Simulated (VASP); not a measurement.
# SnO (P4/nmm) in VASP: notebook

The runs below take SnO through single point, with LDA.

Program: VASP 6.6.1. These are calculated values, not measurements. Logs are shortened: lines on timing, memory, paths and dates and some standing lists are left out, and cuts for length are marked.

### 1 The cell of the first run

It takes space group P4/nmm (No. 129, tetragonal). The conventional cell has a = 3.767 Å, b = 3.767 Å, c = 4.655 Å, α = 90.00°, β = 90.00°, γ = 90.00°. Within 2.9 Å of Sn (site symmetry 4mm) lie 4 O at 2.20 Å. O (site symmetry -4m2) has 4 Sn at 2.20 Å and 4 O at 2.66 Å within 2.9 Å.

### 2 Single point, LDA

File INCAR:

```
ALGO = Normal
EDIFF = 1E-6
ENCUT = 520
GGA = CA
ISIF = 2
ISMEAR = 0
LASPH = T
LCHARG = F
LREAL = F
LWAVE = F
NBANDS = 28
NELM = 60
PREC = Accurate
SIGMA = 0.1
```

File KPOINTS:

```
k-points
0
Gamma
  12 12 10
```

File POSCAR:

```
SnO
1.0
    3.7668771934      0.0000000000      0.0000000000
    0.0000000000      3.7668771934      0.0000000000
    0.0000000000      0.0000000000      4.6553197995
Sn O
2 2
Direct
    0.0000000000      0.5000000000      0.2457459271
    0.5000000000      0.0000000000      0.7542540729
    0.0000000000      0.0000000000      0.0000000000
    0.5000000000      0.5000000000      0.0000000000
```

Potentials or basis: VASP PAW LDA potentials, release 64 (Sn_d, O).

Started as:

```sh
cat potpaw_LDA.64/Sn_d/POTCAR potpaw_LDA.64/O/POTCAR > POTCAR
mpirun -np 1 vasp_std > vasp.out
```

OUTCAR:

```text
EDIFF = 1E-6
   ENCUT = 520
   GGA = CA
   ISIF = 2
   ISMEAR = 0
   LASPH = T
   LREAL = F
   NELM = 60
   PREC = Accurate

 ion  position               nearest neighbor table
   1  0.000  0.500  0.246-   3 2.20   4 2.20   3 2.20   4 2.20   2 3.51   2 3.51   2 3.51   2 3.51
                             2 3.56   2 3.56   2 3.56   2 3.56
   2  0.500  0.000  0.754-   3 2.20   4 2.20   4 2.20   3 2.20   1 3.51   1 3.51   1 3.51   1 3.51
                             1 3.56   1 3.56   1 3.56   1 3.56
   3  0.000  0.000  0.000-   1 2.20   2 2.20   1 2.20   2 2.20
   4  0.500  0.500  0.000-   1 2.20   2 2.20   2 2.20   1 2.20

  LATTYP: Found a simple tetragonal cell.
 ALAT       =     3.7668771934
 C/A-ratio  =     1.2358565359

  Lattice vectors:

 A1 = (   3.7668771934,   0.0000000000,   0.0000000000)
 A2 = (   0.0000000000,   3.7668771934,   0.0000000000)
 A3 = (   0.0000000000,   0.0000000000,   4.6553197995)

Analysis of symmetry for initial positions (statically):
=====================================================================
 Subroutine PRICEL returns:
 Original cell was already a primitive cell.

 Routine SETGRP: Setting up the symmetry group for a
 simple tetragonal supercell.

 Subroutine GETGRP returns: Found 16 space group operations
 (whereof  8 operations were pure point group operations)
 out of a pool of 16 trial point group operations.

The static configuration has the point symmetry D_2d.
 The point group associated with its full space group is D_4h.

Analysis of symmetry for dynamics (positions and initial velocities):
=====================================================================
 Subroutine PRICEL returns:
 Original cell was already a primitive cell.

 Routine SETGRP: Setting up the symmetry group for a
 simple tetragonal supercell.

 Subroutine GETGRP returns: Found 16 space group operations
 (whereof  8 operations were pure point group operations)
 out of a pool of 16 trial point group operations.

The dynamic configuration has the point symmetry D_2d.
 The point group associated with its full space group is D_4h.

 Subroutine INISYM returns: Found 16 space group operations
 (whereof  8 operations are pure point group operations),
 and found     1 'primitive' translations

----------------------------------------------------------------------------------------

                                     Primitive cell

  volume of cell :      66.0560

[... 85 lines left out ...]
   ICHARG =      2    charge: 1-file 2-atom 10-const
   ISPIN  =      1    spin polarized calculation?
   LNONCOLLINEAR =      F non collinear calculations
   LSORBIT =      F    spin-orbit coupling
   LASPH  =      T    aspherical Exc in radial PAW
   ENCUT  =  520.0 eV  38.22 Ry    6.18 a.u.   7.00  7.00  8.66*2*pi/ulx,y,z
   NELM   =     60;   NELMIN=  2; NELMDL= -5     # of ELM steps
   EDIFF  = 0.1E-05   stopping-criterion for ELM
   LREAL  =      F    real-space projection
   EDIFFG = 0.1E-04   stopping-criterion for IOM
   NSW    =      0    number of steps for IOM
   IBRION =     -1    ionic relax: 0-MD 1-quasi-New 2-CG
   NFREE  =      0    steps in history (QN), initial steepest desc. (CG)
   ISIF   =      2    stress and relaxation
   ISYM   =      2    0-nonsym 1-usesym 2-fastsym
   POTIM  = 0.5000    time-step for ionic-motion
   TEBEG  =    0.0;   TEEND  =   0.0 temperature during run
   PSTRESS=    0.0 pullay stress
   NELECT =      40.0000    total number of electrons
   NUPDOWN=      -1.0000    fix difference up-down
   EMIN   =  10.00;   EMAX   =-10.00  energy-range for DOS
   EFERMI =   0.00;   METHOD = LEGACY
   ISMEAR =     0;   SIGMA  =   0.10  broadening in eV -4-tet -1-fermi 0-gaus
   EFERMI_NEDOS =   21; number of points for ismear=-14 and -15
   IALGO  =     38    algorithm
   IMIX   =      4    mixing-type and parameters
     AMIX     =   0.40;   BMIX     =  1.00
     AMIX_MAG =   1.60;   BMIX_MAG =  1.00
  volume/ion in A,a.u.               =      16.51       111.44
  Fermi-wavevector in a.u.,A,eV,Ry     =   1.385024  2.617316 26.099946  1.918292
  Thomas-Fermi vector in A             =   2.509473
   LORBIT       =      0    0 simple, 1 ext, 2 COOP (PROOUT), +10 PAW based schemes
   GGA     = CA    functional components
   LHFCALC =     F    Hartree Fock is set to
   AEXX    =    0.0000 exact exchange contribution
   IVDW    =     0    specifies the selected vdW correction
   LEPSILON=     F    determine dielectric tensor
   LRPA    =     F    only Hartree local field effects (RPA)
 non-spin polarized calculation
 Gauss-broadening in eV      SIGMA  =   0.10
  energy-cutoff  :      520.00
  volume of cell :       66.06
 maximum number of plane-waves:      1806
   NGX = 15   NGY = 15   NGZ = 17

 number of electron      40.0000013 magnetization

 Free energy of the ion-electron system (eV)
  ---------------------------------------------------
  ext. energy  EPLUGINS =         0.00000000
  ---------------------------------------------------
  free energy    TOTEN  =       -25.73134321 eV

  energy without entropy =      -25.73022778  energy(sigma->0) =      -25.73078550

 E-fermi :   7.6530     XC(G=0): -10.9907

 val. band max:        7.6305582431   @ k =   0.0833   0.0833   0.0000
 cond. band min:       7.7340722858   @ k =   0.4167   0.4167   0.0000
 fundamental gap:      0.1035140427
 Fermi energy:         7.6530224846

 k-point     1 :       0.0000    0.0000    0.0000
  band No.  band energies     occupation
      1     -14.4193      2.00000
      2     -13.9474      2.00000
      3     -13.9474      2.00000
      4     -13.9289      2.00000
      5     -13.8841      2.00000
      6     -13.8786      2.00000
[... 733 lines left out ...]
     27      15.1599      0.00000
     28      15.7426      0.00000

 [... further k-points ...]
[... 5 lines left out ...]
  --------------------------------------------------------------------------------------
  -------------------------------------------------------------------------------------
  Total        0.1678714      0.1678714      0.1739259      0.0000000     -0.0000000      0.0000000
  in kB        4.0716912      4.0716912      4.2185413      0.0000000     -0.0000000      0.0000000
  external PRESSURE =       4.1206412 kB  Pullay stress =       0.0000000 kB

 VOLUME and BASIS-vectors are now :
 -----------------------------------------------------------------------------
  energy-cutoff  :      520.00
  volume of cell :       66.06
      direct lattice vectors                 reciprocal lattice vectors
     3.766877193  0.000000000  0.000000000     0.265471888  0.000000000  0.000000000
     0.000000000  3.766877193  0.000000000     0.000000000  0.265471888  0.000000000
     0.000000000  0.000000000  4.655319799     0.000000000  0.000000000  0.214808014

 POSITION                                       TOTAL-FORCE (eV/Angst)
 -----------------------------------------------------------------------------------
      0.00000      1.88344      1.14403         0.000000     -0.000000      0.122077
      1.88344      0.00000      3.51129         0.000000     -0.000000     -0.122077
      0.00000      0.00000      0.00000         0.000000      0.000000      0.000000
      1.88344      1.88344      0.00000        -0.000000     -0.000000      0.000000
 -----------------------------------------------------------------------------------
    total drift:                                0.000000      0.000000     -0.000000

  FREE ENERGIE OF THE ION-ELECTRON SYSTEM (eV)
  ---------------------------------------------------
  free  energy   TOTEN  =       -25.7313432127 eV

  energy  without entropy=      -25.7302277813  energy(sigma->0) =      -25.73078550
```

stdout:

```text
POSCAR found type information on POSCAR SnO
 POSCAR found :  2 types and       4 ions
 scaLAPACK will be used
 LDA part: xc-table for (Slater(with rela. corr.)+CA(PZ))
 , standard interpolation
 POSCAR, INCAR and KPOINTS ok, starting setup
 FFT: planning ... GRIDC
 FFT: planning ... GRID_SOFT
 FFT: planning ... GRID
 WAVECAR not read
 entering main loop
```

It took 1.8 min on 1 thread of AMD EPYC 9R45 (Zen 5), shared host; peak memory 0.31 GiB.

What came out:

| Quantity | Value |
| --- | --- |
| Free energy | -25.7313 eV |
| Pressure | 0.4 GPa |
| Largest force | 0.122 eV/Å |
| Band gap on the k mesh | zero (band 20 reaches 7.63 eV, above the bottom of band 21 at 7.41 eV) |

Forces on the atoms (eV/Å):
```
Sn   0.000  0.000  0.122
Sn   0.000  0.000 -0.122
O    0.000  0.000  0.000
O    0.000  0.000  0.000
```

Caveat: spin-orbit coupling is left out, which moves the levels of the heavy elements.

### 3 Single point, LDA

File INCAR:

```
PREC = Accurate ; ENCUT = 520
EDIFF = 1E-7 ; ISMEAR = 0
SIGMA = 0.15 ; LREAL = False
LASPH = True ; NELM = 100
ALGO = Normal ; ISIF = 2
LWAVE = False ; LCHARG = False
GGA = CA ; NBANDS = 28
```

File KPOINTS:

```
Automatic mesh
0
Gamma
  12 12 10
```

POSCAR is that of step 2.

Potentials or basis: VASP PAW LDA potentials, release 64 (Sn_d, O).

Started as:

```sh
cat potpaw_LDA.64/Sn_d/POTCAR potpaw_LDA.64/O/POTCAR > POTCAR
mpirun -np 1 vasp_std > vasp.out
```

OUTCAR:

```text
PREC = Accurate
   ENCUT = 520
   EDIFF = 1E-7
   ISMEAR = 0
   LREAL = False
   LASPH = True
   NELM = 100
   ISIF = 2
   GGA = CA

 ion  position               nearest neighbor table
   1  0.000  0.500  0.246-   3 2.20   4 2.20   3 2.20   4 2.20   2 3.51   2 3.51   2 3.51   2 3.51
                             2 3.56   2 3.56   2 3.56   2 3.56
   2  0.500  0.000  0.754-   3 2.20   4 2.20   4 2.20   3 2.20   1 3.51   1 3.51   1 3.51   1 3.51
                             1 3.56   1 3.56   1 3.56   1 3.56
   3  0.000  0.000  0.000-   1 2.20   2 2.20   1 2.20   2 2.20
   4  0.500  0.500  0.000-   1 2.20   2 2.20   2 2.20   1 2.20

  LATTYP: Found a simple tetragonal cell.
 ALAT       =     3.7668771934
 C/A-ratio  =     1.2358565359

  Lattice vectors:

 A1 = (   3.7668771934,   0.0000000000,   0.0000000000)
 A2 = (   0.0000000000,   3.7668771934,   0.0000000000)
 A3 = (   0.0000000000,   0.0000000000,   4.6553197995)

Analysis of symmetry for initial positions (statically):
=====================================================================
 Subroutine PRICEL returns:
 Original cell was already a primitive cell.
[... 175 lines left out ...]

 E-fermi :   7.6728     XC(G=0): -10.9909

 val. band max:        7.6296445017   @ k =   0.0833   0.0833   0.0000
 cond. band min:       7.7342716952   @ k =   0.4167   0.4167   0.0000
 fundamental gap:      0.1046271935
 Fermi energy:         7.6728061458

 k-point     1 :       0.0000    0.0000    0.0000
  band No.  band energies     occupation
      1     -14.4201      2.00000
      2     -13.9483      2.00000
      3     -13.9483      2.00000
      4     -13.9295      2.00000
      5     -13.8850      2.00000
      6     -13.8792      2.00000
[... 733 lines left out ...]
     27      15.1588      0.00000
     28      15.7421      0.00000

 [... further k-points ...]

------------------------ aborting loop because EDIFF is reached ----------------------------------------

  FORCE on cell =-STRESS in cart. coord.  units (eV):
  Direction    XX          YY          ZZ          XY          YZ          ZX
  --------------------------------------------------------------------------------------
  -------------------------------------------------------------------------------------
  Total        0.1594682      0.1594682      0.1835126      0.0000000      0.0000000      0.0000000
  in kB        3.8678736      3.8678736      4.4510670      0.0000000      0.0000000      0.0000000
  external PRESSURE =       4.0622714 kB  Pullay stress =       0.0000000 kB

 VOLUME and BASIS-vectors are now :
 -----------------------------------------------------------------------------
  energy-cutoff  :      520.00
  volume of cell :       66.06
      direct lattice vectors                 reciprocal lattice vectors
     3.766877193  0.000000000  0.000000000     0.265471888  0.000000000  0.000000000
     0.000000000  3.766877193  0.000000000     0.000000000  0.265471888  0.000000000
     0.000000000  0.000000000  4.655319799     0.000000000  0.000000000  0.214808014

 POSITION                                       TOTAL-FORCE (eV/Angst)
 -----------------------------------------------------------------------------------
      0.00000      1.88344      1.14403         0.000000     -0.000000      0.128681
      1.88344      0.00000      3.51129        -0.000000     -0.000000     -0.128681
      0.00000      0.00000      0.00000         0.000000     -0.000000     -0.000000
      1.88344      1.88344      0.00000         0.000000      0.000000     -0.000000
 -----------------------------------------------------------------------------------
    total drift:                                0.000000      0.000000     -0.000000

  FREE ENERGIE OF THE ION-ELECTRON SYSTEM (eV)
  ---------------------------------------------------
  free  energy   TOTEN  =       -25.7320496687 eV

  energy  without entropy=      -25.7294532938  energy(sigma->0) =      -25.73075148
```

Run time: 1.9 min. Hardware: 1 thread of AMD EPYC 9R45 (Zen 5), shared host; peak memory 0.31 GiB.

Results:

```
Free energy            : -25.7320 eV
Pressure               : 0.4 GPa
Largest force          : 0.129 eV/Å
Band gap on the k mesh : zero (band 20 reaches 7.63 eV, above the bottom of band 21 at 7.41 eV)
```

Forces in eV/Å, atoms in the order of the input:
```
Sn   0.000  0.000  0.129
Sn   0.000  0.000 -0.129
O    0.000  0.000  0.000
O    0.000  0.000  0.000
```

Caveat: spin-orbit coupling is left out, which moves the levels of the heavy elements.
